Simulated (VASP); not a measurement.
# GaPtC4N4 (P4/mmm) in VASP: further runs

GaPtC4N4 is run at these levels: PBE; tasks: single point.

Program: VASP 6.6.1. These are calculated values, not measurements. Logs are shortened: lines on timing, memory, paths and dates and some standing lists are left out, and cuts for length are marked.

## Step 1: The cell of the first run

The structure is tetragonal, space group P4/mmm (No. 123). Conventional cell: a = 7.290 Å, b = 7.290 Å, c = 3.581 Å, α = 90.00°, β = 90.00°, γ = 90.00°. Within 2.7 Å of Ga (site symmetry 4/mmm) lie 4 C at 2.04 Å. Within 2.6 Å of Pt (site symmetry 4/mmm) lie 4 N at 1.95 Å. Within 1.6 Å of C (site symmetry m2m) lie 1 N at 1.17 Å. N (site symmetry m2m) has 1 C at 1.17 Å within 1.6 Å.

## Step 2: Single point, PBE

Contents of INCAR:

```
PREC     = Accurate       # precision mode
ENCUT    = 520            # plane-wave cutoff, eV
EDIFF    = 1E-6           # SCF threshold, eV
ISMEAR   = 0              # smearing method
SIGMA    = 0.1            # smearing width, eV
LREAL    = False          # projectors in reciprocal space
LASPH    = True           # aspherical terms in the spheres
NELM     = 100            # most SCF steps
ALGO     = Normal         # electronic algorithm
ISIF     = 2              # what is computed and relaxed
LWAVE    = False          # write WAVECAR
LCHARG   = False          # write CHGCAR
GGA      = PE             # functional
NBANDS   = 40             # bands
```

Contents of KPOINTS:

```
regular mesh
0
Gamma
  4 4 4
```

Contents of POSCAR:

```
GaPtC4N4
1.0
    7.2896257153      0.0000000000      0.0000000000
    0.0000000000      7.2896257153      0.0000000000
    0.0000000000      0.0000000000      3.5806022353
Ga Pt C N
1 1 4 4
Direct
    0.0000000000      0.0000000000      0.0000000000
    0.5000000000      0.5000000000      0.0000000000
    0.1974671827      0.8025328173      0.0000000000
    0.8025328173      0.1974671827      0.0000000000
    0.1974671827      0.1974671827      0.0000000000
    0.8025328173      0.8025328173      0.0000000000
    0.3106271946      0.6893728054      0.0000000000
    0.6893728054      0.3106271946      0.0000000000
    0.3106271946      0.3106271946      0.0000000000
    0.6893728054      0.6893728054      0.0000000000
```

Potentials or basis: VASP PAW PBE potentials, release 64 (Ga_d, Pt, C, N).

Command:

```sh
> cat potpaw_PBE.64/Ga_d/POTCAR potpaw_PBE.64/Pt/POTCAR potpaw_PBE.64/C/POTCAR potpaw_PBE.64/N/POTCAR > POTCAR
> mpirun -np 1 vasp_std > vasp.out
```

OUTCAR:

```text
PREC = Accurate
   ENCUT = 520
   EDIFF = 1E-6
   ISMEAR = 0
   LREAL = False
   LASPH = True
   NELM = 100
   ISIF = 2
   GGA = PE

 ion  position               nearest neighbor table
   1  0.000  0.000  0.000-   3 2.04   4 2.04   5 2.04   6 2.04
   2  0.500  0.500  0.000-   7 1.95   8 1.95   9 1.95  10 1.95
   3  0.197  0.803  0.000-   7 1.17   1 2.04
   4  0.803  0.197  0.000-   8 1.17   1 2.04
   5  0.197  0.197  0.000-   9 1.17   1 2.04
   6  0.803  0.803  0.000-  10 1.17   1 2.04
   7  0.311  0.689  0.000-   3 1.17   2 1.95
   8  0.689  0.311  0.000-   4 1.17   2 1.95
   9  0.311  0.311  0.000-   5 1.17   2 1.95
  10  0.689  0.689  0.000-   6 1.17   2 1.95

  LATTYP: Found a simple tetragonal cell.
 ALAT       =     7.2896257153
 C/A-ratio  =     0.4911915063

  Lattice vectors:

 A1 = (   7.2896257153,   0.0000000000,   0.0000000000)
 A2 = (   0.0000000000,   7.2896257153,   0.0000000000)
 A3 = (   0.0000000000,   0.0000000000,   3.5806022353)

Analysis of symmetry for initial positions (statically):
=====================================================================
 Subroutine PRICEL returns:
 Original cell was already a primitive cell.

 Routine SETGRP: Setting up the symmetry group for a
 simple tetragonal supercell.

 Subroutine GETGRP returns: Found 16 space group operations
 (whereof 16 operations were pure point group operations)
 out of a pool of 16 trial point group operations.

The static configuration has the point symmetry D_4h.

Analysis of symmetry for dynamics (positions and initial velocities):
=====================================================================
 Subroutine PRICEL returns:
 Original cell was already a primitive cell.

 Routine SETGRP: Setting up the symmetry group for a
 simple tetragonal supercell.

 Subroutine GETGRP returns: Found 16 space group operations
 (whereof 16 operations were pure point group operations)
 out of a pool of 16 trial point group operations.

The dynamic configuration has the point symmetry D_4h.

 Subroutine INISYM returns: Found 16 space group operations
 (whereof 16 operations are pure point group operations),
 and found     1 'primitive' translations

[... 105 lines left out ...]
   EDIFFG = 0.1E-04   stopping-criterion for IOM
   NSW    =      0    number of steps for IOM
   IBRION =     -1    ionic relax: 0-MD 1-quasi-New 2-CG
   NFREE  =      0    steps in history (QN), initial steepest desc. (CG)
   ISIF   =      2    stress and relaxation
   ISYM   =      2    0-nonsym 1-usesym 2-fastsym
   POTIM  = 0.5000    time-step for ionic-motion
   TEBEG  =    0.0;   TEEND  =   0.0 temperature during run
   PSTRESS=    0.0 pullay stress
   NELECT =      59.0000    total number of electrons
   NUPDOWN=      -1.0000    fix difference up-down
   EMIN   =  10.00;   EMAX   =-10.00  energy-range for DOS
   EFERMI =   0.00;   METHOD = LEGACY
   ISMEAR =     0;   SIGMA  =   0.10  broadening in eV -4-tet -1-fermi 0-gaus
   EFERMI_NEDOS =   21; number of points for ismear=-14 and -15
   IALGO  =     38    algorithm
   IMIX   =      4    mixing-type and parameters
     AMIX     =   0.40;   BMIX     =  1.00
     AMIX_MAG =   1.60;   BMIX_MAG =  1.00
  volume/ion in A,a.u.               =      19.03       128.40
  Fermi-wavevector in a.u.,A,eV,Ry     =   1.108077  2.093962 16.705708  1.227835
  Thomas-Fermi vector in A             =   2.244600
   LORBIT       =      0    0 simple, 1 ext, 2 COOP (PROOUT), +10 PAW based schemes
   GGA     = PE    functional components
   LHFCALC =     F    Hartree Fock is set to
   AEXX    =    0.0000 exact exchange contribution
   IVDW    =     0    specifies the selected vdW correction
   LEPSILON=     F    determine dielectric tensor
   LRPA    =     F    only Hartree local field effects (RPA)
 non-spin polarized calculation
 Gauss-broadening in eV      SIGMA  =   0.10
  energy-cutoff  :      520.00
  volume of cell :      190.27
 maximum number of plane-waves:      5160
   NGX = 27   NGY = 27   NGZ = 13

 number of electron      59.0000015 magnetization

 Free energy of the ion-electron system (eV)
  ---------------------------------------------------
  ext. energy  EPLUGINS =         0.00000000
  ---------------------------------------------------
  free energy    TOTEN  =       -74.00312220 eV

  energy without entropy =      -73.98896116  energy(sigma->0) =      -73.99604168

 E-fermi :   1.3149     XC(G=0):  -7.6964

 val. band max:        1.2217186792   @ k =   0.2500   0.0000   0.2500
 cond. band min:       1.3156955505   @ k =   0.2500   0.2500   0.2500
 fundamental gap:      0.0939768713
 Fermi energy:         1.3149238930

 k-point     1 :       0.0000    0.0000    0.0000
  band No.  band energies     occupation
      1     -18.3148      2.00000
      2     -18.0443      2.00000
      3     -18.0339      2.00000
      4     -18.0339      2.00000
      5     -14.4623      2.00000
      6     -14.4329      2.00000
[... 763 lines left out ...]
     39       6.1397      0.00000
     40       6.3655      0.00000

------------------------ aborting loop because EDIFF is reached ----------------------------------------

  FORCE on cell =-STRESS in cart. coord.  units (eV):
  Direction    XX          YY          ZZ          XY          YZ          ZX
  --------------------------------------------------------------------------------------
  -------------------------------------------------------------------------------------
  Total        0.6912284      0.6912284     -0.2863343      0.0000000      0.0000000      0.0000000
  in kB        5.8205717      5.8205717     -2.4111121      0.0000000      0.0000000      0.0000000
  external PRESSURE =       3.0766771 kB  Pullay stress =       0.0000000 kB

 VOLUME and BASIS-vectors are now :
 -----------------------------------------------------------------------------
  energy-cutoff  :      520.00
  volume of cell :      190.27
      direct lattice vectors                 reciprocal lattice vectors
     7.289625715  0.000000000  0.000000000     0.137181254  0.000000000  0.000000000
     0.000000000  7.289625715  0.000000000     0.000000000  0.137181254  0.000000000
     0.000000000  0.000000000  3.580602235     0.000000000  0.000000000  0.279282627

 POSITION                                       TOTAL-FORCE (eV/Angst)
 -----------------------------------------------------------------------------------
      0.00000      0.00000      0.00000         0.000000      0.000000      0.000000
      3.64481      3.64481      0.00000         0.000000      0.000000      0.000000
      1.43946      5.85016      0.00000        -0.270022      0.270022     -0.000000
      5.85016      1.43946      0.00000         0.270022     -0.270022      0.000000
      1.43946      1.43946      0.00000        -0.270022     -0.270022      0.000000
      5.85016      5.85016      0.00000         0.270022      0.270022     -0.000000
      2.26436      5.02527      0.00000         0.280591     -0.280591      0.000000
      5.02527      2.26436      0.00000        -0.280591      0.280591     -0.000000
      2.26436      2.26436      0.00000         0.280591      0.280591      0.000000
      5.02527      5.02527      0.00000        -0.280591     -0.280591     -0.000000
 -----------------------------------------------------------------------------------
    total drift:                               -0.000000      0.000000      0.000000

  FREE ENERGIE OF THE ION-ELECTRON SYSTEM (eV)
  ---------------------------------------------------
  free  energy   TOTEN  =       -74.0031222035 eV

  energy  without entropy=      -73.9889611629  energy(sigma->0) =      -73.99604168
```

stdout:

```text
POSCAR found type information on POSCAR GaPtC N
 POSCAR found :  4 types and      10 ions
 scaLAPACK will be used
 LDA part: xc-table for (Slater+PW92), standard interpolation
 POSCAR, INCAR and KPOINTS ok, starting setup
 FFT: planning ... GRIDC
 FFT: planning ... GRID_SOFT
 FFT: planning ... GRID
 WAVECAR not read
 entering main loop
```

Wall time 1.7 min (1 thread of Intel Xeon 6975P-C (Granite Rapids), shared host); peak memory 0.34 GiB.

Results:

```
Free energy   : -74.0031 eV
Pressure      : 0.3 GPa
Largest force : 0.397 eV/Å
```

Forces in eV/Å, atoms in the order of the input:
```
Ga   0.000  0.000  0.000
Pt   0.000  0.000  0.000
C   -0.270  0.270  0.000
C    0.270 -0.270  0.000
C   -0.270 -0.270  0.000
C    0.270  0.270  0.000
N    0.281 -0.281  0.000
N   -0.281  0.281  0.000
N    0.281  0.281  0.000
N   -0.281 -0.281  0.000
```

Stress tensor (GPa, compression positive):
```
 0.58  0.00  0.00
 0.00  0.58  0.00
 0.00  0.00 -0.24
```

Caveat: the k points lie up to 0.44 Å⁻¹ apart; spin-orbit coupling is left out, which moves the levels of the heavy elements.

## Step 3: Single point, PBE

This run uses another cell than the first one, of 19.30 Å³/atom, 1.015 times its volume.

Contents of INCAR:

```
  ALGO = Normal
  EDIFF = 1E-6
  ENCUT = 520
  GGA = PE
  ISIF = 2
  ISMEAR = 0
  LASPH = T
  LCHARG = F
  LREAL = F
  LWAVE = F
  NBANDS = 40
  NELM = 60
  PREC = Accurate
  SIGMA = 0.1
```

Contents of KPOINTS:

```
k-points
0
Gamma
  4 4 4
```

Contents of POSCAR:

```
GaPtC4N4
1.0
    7.1750125100      0.0000000000      0.0000000000
    0.0000000000      7.1750125100      0.0000000000
    0.0000000000      0.0000000000      3.7496379300
Ga Pt C N
1 1 4 4
Direct
    0.0000000000      0.0000000000      0.0000000000
    0.5000000000      0.5000000000      0.0000000000
    0.1868532600      0.8131467400      0.0000000000
    0.8131467400      0.1868532600      0.0000000000
    0.1868532600      0.1868532600      0.0000000000
    0.8131467400      0.8131467400      0.0000000000
    0.3021582700      0.6978417300      0.0000000000
    0.6978417300      0.3021582700      0.0000000000
    0.3021582700      0.3021582700      0.0000000000
    0.6978417300      0.6978417300      0.0000000000
```

Potentials or basis: VASP PAW PBE potentials, release 64 (Ga_d, Pt, C, N).

Command:

```sh
> cat potpaw_PBE.64/Ga_d/POTCAR potpaw_PBE.64/Pt/POTCAR potpaw_PBE.64/C/POTCAR potpaw_PBE.64/N/POTCAR > POTCAR
> mpirun -np 1 vasp_std > vasp.out
```

Run time: 97 s. Hardware: 1 thread of Intel Xeon 6975P-C (Granite Rapids), shared host; peak memory 0.36 GiB.

It converged, with:

```yaml
Free_energy: -73.2574 eV
Pressure: 2.6 GPa
Largest_force: 2.233 eV/Å
```

Forces on the atoms (eV/Å):
```
Ga   0.000  0.000  0.000
Pt   0.000  0.000  0.000
C    1.579 -1.579  0.000
C   -1.579  1.579  0.000
C    1.579  1.579  0.000
C   -1.579 -1.579  0.000
N    0.884 -0.884  0.000
N   -0.884  0.884  0.000
N    0.884  0.884  0.000
N   -0.884 -0.884  0.000
```

Stress tensor (GPa, compression positive):
```
 4.18  0.00  0.00
 0.00  4.18  0.00
 0.00  0.00 -0.70
```

Levels at points of the mesh, in eV from the Fermi level:
| k point | band 25 | band 26 | band 27 | band 28 | band 29 | band 30 | band 31 | band 32 | band 33 | band 34 |
| --- | --- | --- | --- | --- | --- | --- | --- | --- | --- | --- |
| (0.00, 0.00, 0.00) | -3.56 | -3.43 | -3.32 | -2.69 | -2.69 | 0.99 | 1.58 | 2.15 | 3.00 | 3.18 |
| (0.50, 0.00, 0.00) | -3.43 | -3.01 | -2.91 | -2.90 | -2.62 | 1.37 | 1.54 | 1.71 | 2.91 | 3.43 |
| (0.50, 0.50, 0.00) | -3.47 | -3.13 | -2.79 | -2.69 | -2.69 | 1.11 | 1.36 | 2.20 | 3.15 | 3.15 |
| (0.00, 0.00, 0.50) | -3.48 | -3.16 | -3.04 | -3.04 | -1.87 | -1.48 | 1.64 | 2.33 | 2.73 | 2.73 |
| (0.50, 0.00, 0.50) | -3.53 | -2.96 | -2.92 | -2.73 | -1.86 | -0.47 | 1.08 | 1.42 | 1.76 | 2.35 |
| (0.50, 0.50, 0.50) | -3.06 | -3.04 | -3.04 | -2.75 | -1.79 | -0.99 | 1.22 | 1.71 | 2.39 | 2.75 |

Caveat: the k points lie up to 0.42 Å⁻¹ apart; spin-orbit coupling is left out, which moves the levels of the heavy elements; forces of over 1 eV/Å act on the atoms, so gaps and moduli don't describe the material at rest.
